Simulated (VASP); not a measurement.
# As (Im-3m) in VASP: relaxation of cell and atoms with PBE

Aim: the relaxation of cell and atoms of As with PBE.

Program: VASP 6.6.1. These are calculated values, not measurements. Logs are shortened: lines on timing, memory, paths and dates and some standing lists are left out, and cuts for length are marked.

**1. The cell of the first run**

Symmetry: Im-3m, No. 229, cubic system. The conventional cell has a = 2.876 Å, b = 2.876 Å, c = 2.876 Å, α = 90.00°, β = 90.00°, γ = 90.00°. As (site symmetry m-3m) has 14 As at 2.49 to 2.88 Å within 3.3 Å.

**2. Relaxation of cell and atoms, PBE**

File INCAR:

```
PREC = Accurate
ENCUT = 600
EDIFF = 1E-7
ISMEAR = -1
SIGMA = 0.05
LREAL = F
LASPH = T
NELM = 100
ALGO = Normal
ISIF = 3
LWAVE = F
LCHARG = F
GGA = PE
IBRION = 2
NSW = 100
EDIFFG = -0.005
```

File KPOINTS:

```
regular mesh
0
Gamma
  16 16 16
```

File POSCAR:

```
As
1.0
   -1.4378055050      1.4378055050      1.4378055050
    1.4378055050     -1.4378055050      1.4378055050
    1.4378055050      1.4378055050     -1.4378055050
As
1
Direct
    0.0000000000      0.0000000000      0.0000000000
```

Potentials or basis: VASP PAW PBE potentials, release 64 (As).

Started as:

```
> cat potpaw_PBE.64/As/POTCAR > POTCAR
> mpirun -np 1 vasp_std > vasp.out
```

OUTCAR:

```text
PREC = Accurate
   ENCUT = 600
   EDIFF = 1E-7
   ISMEAR = -1
   LREAL = F
   LASPH = T
   NELM = 100
   ISIF = 3
   GGA = PE
   IBRION = 2
   NSW = 100
   EDIFFG = -0.005

 ion  position               nearest neighbor table
   1  0.000  0.000  0.000-

  LATTYP: Found a body centered cubic cell.
 ALAT       =     2.8756110100

  Lattice vectors:

 A1 = (  -1.4378055050,   1.4378055050,   1.4378055050)
 A2 = (   1.4378055050,  -1.4378055050,   1.4378055050)
 A3 = (   1.4378055050,   1.4378055050,  -1.4378055050)

Analysis of symmetry for initial positions (statically):
=====================================================================
 Subroutine PRICEL returns:
 Original cell was already a primitive cell.

 Routine SETGRP: Setting up the symmetry group for a
 body centered cubic supercell.

 Subroutine GETGRP returns: Found 48 space group operations
 (whereof 48 operations were pure point group operations)
 out of a pool of 48 trial point group operations.

The static configuration has the point symmetry O_h .

Analysis of symmetry for dynamics (positions and initial velocities):
=====================================================================
 Subroutine PRICEL returns:
 Original cell was already a primitive cell.

 Routine SETGRP: Setting up the symmetry group for a
 body centered cubic supercell.

 Subroutine GETGRP returns: Found 48 space group operations
 (whereof 48 operations were pure point group operations)
 out of a pool of 48 trial point group operations.

The dynamic configuration has the point symmetry O_h .

 Subroutine INISYM returns: Found 48 space group operations
 (whereof 48 operations are pure point group operations),
 and found     1 'primitive' translations

----------------------------------------------------------------------------------------

                                     Primitive cell

  volume of cell :      11.8894

  direct lattice vectors                    reciprocal lattice vectors
    -1.437805505  1.437805505  1.437805505     0.000000000  0.347752181  0.347752181
     1.437805505 -1.437805505  1.437805505     0.347752181  0.000000000  0.347752181
     1.437805505  1.437805505 -1.437805505     0.347752181  0.347752181  0.000000000

  length of vectors
     2.490352186  2.490352186  2.490352186     0.491795851  0.491795851  0.491795851

  position of ions in fractional coordinates (direct lattice)
     0.000000000  0.000000000  0.000000000

  ion indices of the primitive-cell ions
   primitive index   ion index
                 1           1

----------------------------------------------------------------------------------------

 KPOINTS: regular mesh

Automatic generation of k-mesh.
 Grid dimensions read from file:
 generate k-points for:   16   16   16

 Generating k-lattice:

  Cartesian coordinates                     Fractional coordinates (reciprocal lattice)
     0.000000000  0.021734511  0.021734511     0.062500000  0.000000000  0.000000000
     0.021734511  0.000000000  0.021734511     0.000000000  0.062500000  0.000000000
     0.021734511  0.021734511  0.000000000     0.000000000  0.000000000  0.062500000

  Length of vectors
     0.030737241  0.030737241  0.030737241

  Shift w.r.t. Gamma in fractional coordinates (k-lattice)
     0.000000000  0.000000000  0.000000000

 Subroutine IBZKPT returns following result:
 ===========================================

 Found    145 irreducible k-points:

 Following reciprocal coordinates:
            Coordinates               Weight
  0.000000  0.000000  0.000000      1.000000
  0.062500  0.000000  0.000000     12.000000
  0.125000  0.000000  0.000000     12.000000
  0.187500  0.000000  0.000000     12.000000
  0.250000  0.000000  0.000000     12.000000
  0.312500  0.000000  0.000000     12.000000
[... 16 lines left out ...]
  0.187500  0.187500  0.000000     24.000000
  0.250000  0.187500 -0.000000     48.000000
 [... further k-points ...]
   k-points           NKPTS =    145   k-points in BZ     NKDIM =    145   number of bands    NBANDS=      6
   number of dos      NEDOS =    301   number of ions     NIONS =      1
   total plane-waves  NPLWV =   8000
   dimension x,y,z NGX =    20 NGY =   20 NGZ =   20
   dimension x,y,z NGXF=    40 NGYF=   40 NGZF=   40
   ions per type =               1
   NGX,Y,Z   is equivalent  to a cutoff of  13.35, 13.35, 13.35 a.u.
   NGXF,Y,Z  is equivalent  to a cutoff of  26.70, 26.70, 26.70 a.u.
 SYSTEM =  unknown system
   PREC   = accura    normal or accurate (medium, high low for compatibility)
   ISTART =      0    job   : 0-new  1-cont  2-samecut
   ICHARG =      2    charge: 1-file 2-atom 10-const
   ISPIN  =      1    spin polarized calculation?
   LNONCOLLINEAR =      F non collinear calculations
   LSORBIT =      F    spin-orbit coupling
   LASPH  =      T    aspherical Exc in radial PAW
   ENCUT  =  600.0 eV  44.10 Ry    6.64 a.u.   4.97  4.97  4.97*2*pi/ulx,y,z
   NELM   =    100;   NELMIN=  2; NELMDL= -5     # of ELM steps
   EDIFF  = 0.1E-06   stopping-criterion for ELM
   LREAL  =      F    real-space projection
   EDIFFG = -.5E-02   stopping-criterion for IOM
   NSW    =    100    number of steps for IOM
   IBRION =      2    ionic relax: 0-MD 1-quasi-New 2-CG
   NFREE  =      1    steps in history (QN), initial steepest desc. (CG)
   ISIF   =      3    stress and relaxation
   ISYM   =      2    0-nonsym 1-usesym 2-fastsym
   POTIM  = 0.5000    time-step for ionic-motion
   TEBEG  =    0.0;   TEEND  =   0.0 temperature during run
   PSTRESS=    0.0 pullay stress
   NELECT =       5.0000    total number of electrons
   NUPDOWN=      -1.0000    fix difference up-down
   EMIN   =  10.00;   EMAX   =-10.00  energy-range for DOS
   EFERMI =   0.00;   METHOD = LEGACY
   ISMEAR =    -1;   SIGMA  =   0.05  broadening in eV -4-tet -1-fermi 0-gaus
   EFERMI_NEDOS =   21; number of points for ismear=-14 and -15
   IALGO  =     38    algorithm
   IMIX   =      4    mixing-type and parameters
     AMIX     =   0.40;   BMIX     =  1.00
     AMIX_MAG =   1.60;   BMIX_MAG =  1.00
  volume/ion in A,a.u.               =      11.89        80.23
  Fermi-wavevector in a.u.,A,eV,Ry     =   1.226530  2.317805 20.468262  1.504375
  Thomas-Fermi vector in A             =   2.361527
   LORBIT       =      0    0 simple, 1 ext, 2 COOP (PROOUT), +10 PAW based schemes
   GGA     = PE    functional components
   LHFCALC =     F    Hartree Fock is set to
   AEXX    =    0.0000 exact exchange contribution
   IVDW    =     0    specifies the selected vdW correction
   LEPSILON=     F    determine dielectric tensor
   LRPA    =     F    only Hartree local field effects (RPA)
 conjugate gradient relaxation of ions
 non-spin polarized calculation
  energy-cutoff  :      600.00
  volume of cell :       11.89
 maximum number of plane-waves:       420
   NGX =  9   NGY =  9   NGZ =  9

--------------------------------------- Ionic step        1  -------------------------------------------

 number of electron       5.0000000 magnetization

 Free energy of the ion-electron system (eV)
  ---------------------------------------------------
  ext. energy  EPLUGINS =         0.00000000
  ---------------------------------------------------
  free energy    TOTEN  =        -2.64828472 eV

  energy without entropy =       -2.64393438  energy(sigma->0) =       -2.64610955

 E-fermi :  13.1790     XC(G=0): -12.9644

 val. band max:       13.1658848246   @ k =  -0.2500   0.3750   0.0625
 cond. band min:      13.1913070812   @ k =   0.1875   0.1250   0.1250
 fundamental gap:      0.0254222566
 Fermi energy:        13.1790071056

 k-point     1 :       0.0000    0.0000    0.0000
  band No.  band energies     occupation
      1      -7.4142      2.00000
      2      24.0608      0.00000
      3      24.0608      0.00000
      4      24.0608      0.00000
      5      28.6759      0.00000
      6      28.6759      0.00000

 k-point     2 :       0.0625    0.0000    0.0000
  band No.  band energies     occupation
      1      -7.2706      2.00000
      2      22.7033      0.00000
      3      23.2683      0.00000
      4      23.8460      0.00000
      5      27.7853      0.00000
      6      28.2475      0.00000

 k-point     3 :       0.1250    0.0000    0.0000
  band No.  band energies     occupation
      1      -6.8395      2.00000
      2      19.7721      0.00000
      3      21.7913      0.00000
      4      23.2415      0.00000
      5      26.3717      0.00000
      6      27.0090      0.00000
[... 532 lines left out ...]
 VOLUME and BASIS-vectors are now :
 -----------------------------------------------------------------------------
  energy-cutoff  :      600.00
  volume of cell :       19.31
      direct lattice vectors                 reciprocal lattice vectors
    -1.690215704  1.690215704  1.690215704     0.000000000  0.295820231  0.295820231
     1.690215704 -1.690215704  1.690215704     0.295820231  0.000000000  0.295820231
     1.690215704  1.690215704 -1.690215704     0.295820231  0.295820231  0.000000000

 POSITION                                       TOTAL-FORCE (eV/Angst)
 -----------------------------------------------------------------------------------
      0.00000     -0.00000      0.00000        -0.000000      0.000000     -0.000000
 -----------------------------------------------------------------------------------
    total drift:                                0.000000      0.000000     -0.000000

  FREE ENERGIE OF THE ION-ELECTRON SYSTEM (eV)
  ---------------------------------------------------
  free  energy   TOTEN  =        -4.2335943233 eV

  energy  without entropy=       -4.2287852367  energy(sigma->0) =       -4.23118978

--------------------------------------- Ionic step        5  -------------------------------------------

 number of electron       5.0000002 magnetization

 Free energy of the ion-electron system (eV)
  ---------------------------------------------------
  ext. energy  EPLUGINS =         0.00000000
  ---------------------------------------------------
  free energy    TOTEN  =        -4.23410820 eV

  energy without entropy =       -4.22913810  energy(sigma->0) =       -4.23162315

 E-fermi :   6.3331     XC(G=0): -10.7549

 val. band max:        6.3259541240   @ k =  -0.2500   0.2500   0.1875
 cond. band min:       6.3385746567   @ k =   0.3125   0.1875   0.1250
 fundamental gap:      0.0126205328
 Fermi energy:         6.3331152123

 k-point     1 :       0.0000    0.0000    0.0000
  band No.  band energies     occupation
      1      -8.6038      2.00000
      2      12.2894      0.00000
      3      12.2894      0.00000
      4      12.2894      0.00000
      5      19.4432      0.00000
      6      19.4432      0.00000

 k-point     2 :       0.0625    0.0000    0.0000
  band No.  band energies     occupation
      1      -8.5071      2.00000
      2      11.6126      0.00000
      3      12.0134      0.00000
      4      12.2307      0.00000
      5      18.9749      0.00000
      6      19.1347      0.00000

 k-point     3 :       0.1250    0.0000    0.0000
  band No.  band energies     occupation
      1      -8.2177      2.00000
      2       9.9949      0.00000
      3      11.3519      0.00000
      4      12.0617      0.00000
      5      18.0233      0.00000
      6      18.0639      0.00000
[... 202 lines left out ...]
 VOLUME and BASIS-vectors are now :
 -----------------------------------------------------------------------------
  energy-cutoff  :      600.00
  volume of cell :       19.12
      direct lattice vectors                 reciprocal lattice vectors
    -1.684381431  1.684381431  1.684381431     0.000000000  0.296844878  0.296844878
     1.684381431 -1.684381431  1.684381431     0.296844878  0.000000000  0.296844878
     1.684381431  1.684381431 -1.684381431     0.296844878  0.296844878  0.000000000

 POSITION                                       TOTAL-FORCE (eV/Angst)
 -----------------------------------------------------------------------------------
      0.00000     -0.00000      0.00000        -0.000000      0.000000     -0.000000
 -----------------------------------------------------------------------------------
    total drift:                                0.000000      0.000000     -0.000000

  FREE ENERGIE OF THE ION-ELECTRON SYSTEM (eV)
  ---------------------------------------------------
  free  energy   TOTEN  =        -4.2341082006 eV

  energy  without entropy=       -4.2291381045  energy(sigma->0) =       -4.23162315

 reached required accuracy - stopping structural energy minimisation
```

Run time: 64 s. Hardware: 1 thread of Intel Xeon 8259CL, shared host; peak memory 0.13 GiB.

Results:

```yaml
Free_energy: -4.2341 eV
Relaxed_volume: 19.12 Å³/atom
Relaxed_cell: a = 2.917 Å, b = 2.917 Å, c = 2.917 Å, α = 109.47°, β = 109.47°, γ = 109.47°
Space_group_after_relaxing_to_0.05_Å: Im-3m (No. 229)
Energy_gained_by_relaxing: 1585.8 meV/atom
Ionic_steps: 5
Pressure_after_relaxing: 0.0 GPa
```

Step by step:
```tsv
step	energy change (eV)	largest force (eV/Å)	pressure (GPa)	volume (Å³)
1	0.0000	0.0000	108.00	11.89
2	-0.7364	0.0000	-13.53	31.70
3	-1.5836	0.0000	-1.67	19.54
4	-1.5853	0.0000	-0.81	19.31
5	-1.5858	0.0000	0.00	19.12
```

Final structure:
```xyz
1
Lattice="-1.6844 1.6844 1.6844 1.6844 -1.6844 1.6844 1.6844 1.6844 -1.6844" Properties=species:S:1:pos:R:3 pbc="T T T"
As    0.0000    0.0000    0.0000
```

Caveat: the volume moved by over 15 % at a fixed basis, so the end points are rough.
